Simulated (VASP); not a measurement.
# Lu2SiNF2 (P-4m2) in VASP: further runs, part 2 of 2

VASP 6.6.1. The steps go on from the part before.

## (4) Single point, PBE

This run uses another cell than the first one, of 17.19 Å³/atom, 1.261 times its volume.

INCAR

```
ALGO = Normal
EDIFF = 1E-7
ENCUT = 520
GGA = PE
ISIF = 2
ISMEAR = 0
LASPH = T
LCHARG = T
LELF = T
LREAL = F
LVHAR = T
LWAVE = F
NBANDS = 46
NELM = 60
PREC = Accurate
SIGMA = 0.1
```

KPOINTS

```
k-points
0
Gamma
  4 4 4
```

POSCAR

```
Lu2SiNF2
1.0
    3.9534587900      0.0000000000      0.0000000000
    0.0000000000      3.9534587900      0.0000000000
    0.0000000000      0.0000000000      6.5982402300
Lu Si N F
2 1 1 2
Direct
    0.5000000000      0.0000000000      0.3182089900
    0.0000000000      0.5000000000      0.6817910100
    0.0000000000      0.0000000000      0.0000000000
    0.5000000000      0.5000000000      0.0000000000
    0.5000000000      0.0000000000      0.8291289800
    0.0000000000      0.5000000000      0.1708710200
```

Potentials or basis: VASP PAW PBE potentials, release 64 (Lu, Si, N, F).

Launch:

```
cat potpaw_PBE.64/Lu/POTCAR potpaw_PBE.64/Si/POTCAR potpaw_PBE.64/N/POTCAR potpaw_PBE.64/F/POTCAR > POTCAR
mpirun -np 1 vasp_std > vasp.out
```

OUTCAR:

```text
EDIFF = 1E-7
   ENCUT = 520
   GGA = PE
   ISIF = 2
   ISMEAR = 0
   LASPH = T
   LREAL = F
   NELM = 60
   PREC = Accurate

 ion  position               nearest neighbor table
   1  0.500  0.000  0.318-   3 2.88   3 2.88   2 3.68   2 3.68   2 3.68   2 3.68
   2  0.000  0.500  0.682-   3 2.88   3 2.88   1 3.68   1 3.68   1 3.68   1 3.68
   3  0.000  0.000  0.000-   5 2.28   6 2.28   6 2.28   5 2.28   2 2.88   1 2.88   1 2.88   2 2.88

   4  0.500  0.500  0.000-
   5  0.500  0.000  0.829-   3 2.28   3 2.28
   6  0.000  0.500  0.171-   3 2.28   3 2.28

  LATTYP: Found a simple tetragonal cell.
 ALAT       =     3.9534587900
 C/A-ratio  =     1.6689791346

  Lattice vectors:

 A1 = (   3.9534587900,   0.0000000000,   0.0000000000)
 A2 = (   0.0000000000,   3.9534587900,   0.0000000000)
 A3 = (   0.0000000000,   0.0000000000,   6.5982402300)

Analysis of symmetry for initial positions (statically):
=====================================================================
 Subroutine PRICEL returns:
 Original cell was already a primitive cell.

 Routine SETGRP: Setting up the symmetry group for a
 simple tetragonal supercell.

 Subroutine GETGRP returns: Found  8 space group operations
 (whereof  8 operations were pure point group operations)
 out of a pool of 16 trial point group operations.

The static configuration has the point symmetry D_2d.

Analysis of symmetry for dynamics (positions and initial velocities):
=====================================================================
 Subroutine PRICEL returns:
 Original cell was already a primitive cell.

 Routine SETGRP: Setting up the symmetry group for a
 simple tetragonal supercell.

 Subroutine GETGRP returns: Found  8 space group operations
 (whereof  8 operations were pure point group operations)
[... 122 lines left out ...]
     AMIX     =   0.40;   BMIX     =  1.00
     AMIX_MAG =   1.60;   BMIX_MAG =  1.00
  volume/ion in A,a.u.               =      17.19       115.99
  Fermi-wavevector in a.u.,A,eV,Ry     =   1.458999  2.757108 28.962415  2.128677
  Thomas-Fermi vector in A             =   2.575617
   LORBIT       =      0    0 simple, 1 ext, 2 COOP (PROOUT), +10 PAW based schemes
   GGA     = PE    functional components
   LHFCALC =     F    Hartree Fock is set to
   AEXX    =    0.0000 exact exchange contribution
   IVDW    =     0    specifies the selected vdW correction
   LEPSILON=     F    determine dielectric tensor
   LRPA    =     F    only Hartree local field effects (RPA)
 non-spin polarized calculation
 Gauss-broadening in eV      SIGMA  =   0.10
  energy-cutoff  :      520.00
  volume of cell :      103.13
 maximum number of plane-waves:      2817
 NGX is ok and might be reduce to    30
   NGX = 15   NGY = 15   NGZ = 25

 number of electron      72.9999949 magnetization

 Free energy of the ion-electron system (eV)
  ---------------------------------------------------
  ext. energy  EPLUGINS =         0.00000000
  ---------------------------------------------------
  free energy    TOTEN  =       -26.80318424 eV

  energy without entropy =      -26.77643150  energy(sigma->0) =      -26.78980787

 E-fermi :   3.1440     XC(G=0): -10.5762

 val. band max:        3.1304105608   @ k =   0.5000   0.0000   0.2500
 cond. band min:       3.1565748260   @ k =   0.2500   0.2500   0.5000
 fundamental gap:      0.0261642652
 Fermi energy:         3.1439722583

 k-point     1 :       0.0000    0.0000    0.0000
  band No.  band energies     occupation
      1     -53.5775      2.00000
      2     -53.5699      2.00000
      3     -24.2413      2.00000
      4     -24.2074      2.00000
      5     -24.2074      2.00000
      6     -24.1342      2.00000
[... 871 lines left out ...]
     45       7.9298      0.00000
     46       8.3660      0.00000

------------------------ aborting loop because EDIFF is reached ----------------------------------------

  FORCE on cell =-STRESS in cart. coord.  units (eV):
  Direction    XX          YY          ZZ          XY          YZ          ZX
  --------------------------------------------------------------------------------------
  -------------------------------------------------------------------------------------
  Total       -2.2662031     -2.2662031     -0.4875054      0.0000000     -0.0000000      0.0000000
  in kB      -35.2068245    -35.2068245     -7.5736896      0.0000000     -0.0000000      0.0000000
  external PRESSURE =     -25.9957795 kB  Pullay stress =       0.0000000 kB

 VOLUME and BASIS-vectors are now :
 -----------------------------------------------------------------------------
  energy-cutoff  :      520.00
  volume of cell :      103.13
      direct lattice vectors                 reciprocal lattice vectors
     3.953458790  0.000000000  0.000000000     0.252943069  0.000000000  0.000000000
     0.000000000  3.953458790  0.000000000     0.000000000  0.252943069  0.000000000
     0.000000000  0.000000000  6.598240230     0.000000000  0.000000000  0.151555561

 POSITION                                       TOTAL-FORCE (eV/Angst)
 -----------------------------------------------------------------------------------
      1.97673      0.00000      2.09962         0.000000      0.000000     -1.607535
      0.00000      1.97673      4.49862        -0.000000      0.000000      1.607535
      0.00000      0.00000      0.00000        -0.000000      0.000000      0.000000
      1.97673      1.97673      0.00000        -0.000000     -0.000000      0.000000
      1.97673      0.00000      5.47079        -0.000000      0.000000     -2.690031
      0.00000      1.97673      1.12745        -0.000000      0.000000      2.690031
 -----------------------------------------------------------------------------------
    total drift:                                0.000000      0.000000     -0.000000

  FREE ENERGIE OF THE ION-ELECTRON SYSTEM (eV)
  ---------------------------------------------------
  free  energy   TOTEN  =       -26.8031842369 eV

  energy  without entropy=      -26.7764314951  energy(sigma->0) =      -26.78980787
```

OSZICAR:

```text
N       E                     dE             d eps       ncg     rms          rms(c)
DAV:   1     0.677747710582E+03    0.67775E+03   -0.28721E+04  2536   0.498E+03
DAV:   2     0.959575898495E+02   -0.58179E+03   -0.55048E+03  2048   0.840E+02
DAV:   3    -0.182791703682E+02   -0.11424E+03   -0.10968E+03  1914   0.198E+02
[... 11 lines left out ...]
DAV:  15    -0.268031849965E+02   -0.15233E-05   -0.27479E-05  2130   0.272E-02    0.641E-03
DAV:  16    -0.268031846209E+02    0.37557E-06   -0.27423E-06  2302   0.102E-02    0.318E-03
DAV:  17    -0.268031843788E+02    0.24211E-06   -0.26054E-07  1510   0.439E-03    0.185E-03
DAV:  18    -0.268031842447E+02    0.13410E-06   -0.38676E-07  1602   0.297E-03    0.761E-04
DAV:  19    -0.268031842369E+02    0.77198E-08   -0.73364E-08  1146   0.304E-03
   1 F= -.26803184E+02 E0= -.26789808E+02  d E =-.267527E-01
```

stdout:

```text
POSCAR found type information on POSCAR LuSiN F
 POSCAR found :  4 types and       6 ions
 scaLAPACK will be used
 LDA part: xc-table for (Slater+PW92), standard interpolation
 POSCAR, INCAR and KPOINTS ok, starting setup
 FFT: planning ... GRIDC
 FFT: planning ... GRID_SOFT
 FFT: planning ... GRID
 WAVECAR not read
 entering main loop
```

Run time: 63 s. Hardware: 1 thread of Intel Xeon 6975P-C (Granite Rapids), shared host; peak memory 0.25 GiB.

What came out:

```yaml
Free_energy: -26.8032 eV
Pressure: -2.6 GPa
Largest_force: 2.690 eV/Å
```

Forces in eV/Å, atoms in the order of the input:
```
Lu   0.000  0.000 -1.608
Lu   0.000  0.000  1.608
Si   0.000  0.000  0.000
N    0.000  0.000  0.000
F    0.000  0.000 -2.690
F    0.000  0.000  2.690
```

Levels at points of the mesh, in eV from the Fermi level:
| k point | band 33 | band 34 | band 35 | band 36 | band 37 | band 38 | band 39 | band 40 | band 41 | band 42 |
| --- | --- | --- | --- | --- | --- | --- | --- | --- | --- | --- |
| (0.00, 0.00, 0.00) | -2.29 | -1.28 | -0.70 | -0.27 | -0.27 | 0.76 | 1.19 | 2.07 | 2.07 | 3.36 |
| (0.50, 0.00, 0.00) | -1.38 | -1.15 | -0.24 | -0.09 | 0.04 | 0.85 | 1.00 | 1.18 | 2.72 | 2.84 |
| (0.50, 0.50, 0.00) | -2.06 | -1.94 | 0.12 | 0.20 | 0.46 | 0.84 | 1.67 | 1.67 | 3.25 | 3.25 |
| (0.00, 0.00, 0.50) | -3.22 | -1.27 | -0.11 | -0.11 | -0.08 | 1.39 | 1.70 | 1.70 | 2.46 | 3.16 |
| (0.50, 0.00, 0.50) | -0.99 | -0.82 | -0.34 | -0.15 | -0.13 | 0.93 | 1.19 | 1.19 | 2.62 | 2.79 |
| (0.50, 0.50, 0.50) | -1.47 | -1.47 | -0.34 | -0.20 | 0.74 | 0.90 | 0.90 | 1.42 | 3.17 | 3.17 |

Caveat: the k points lie up to 0.40 Å⁻¹ apart; spin-orbit coupling is left out, which moves the levels of the heavy elements; an odd number of electrons without spin polarisation forces a metal; a magnetic or distorted state may lie lower.

## (5) The runs side by side

| cell | k mesh | gap on the mesh (eV) | pressure (GPa) | largest force (eV/Å) |
| --- | --- | --- | --- | --- |
| a = 3.256, b = 3.256, c = 7.711 Å, 6 atoms | 4 × 4 × 4 | none | 0.2 | 0.01 |
| a = 3.264, b = 3.264, c = 7.713 Å, 6 atoms | 6 × 6 × 2 | none | 0.2 | 0.04 |
| a = 3.953, b = 3.953, c = 6.598 Å, 6 atoms | 4 × 4 × 4 | none | -2.6 | 2.69 |

Alike in all rows: task single point; level PBE; potentials or basis VASP PAW PBE potentials, release 64 (Lu, Si, N, F); no spin polarisation; cutoff (eV) 520; smearing gaussian 0.1 eV.

Caveats: all runs use coarse meshes; spin-orbit coupling is left out, which moves the levels of the heavy elements; an odd number of electrons without spin polarisation forces a metal; a magnetic or distorted state may lie lower.

Total energies depend on the potentials used, so only differences within one code and one set of settings carry meaning.
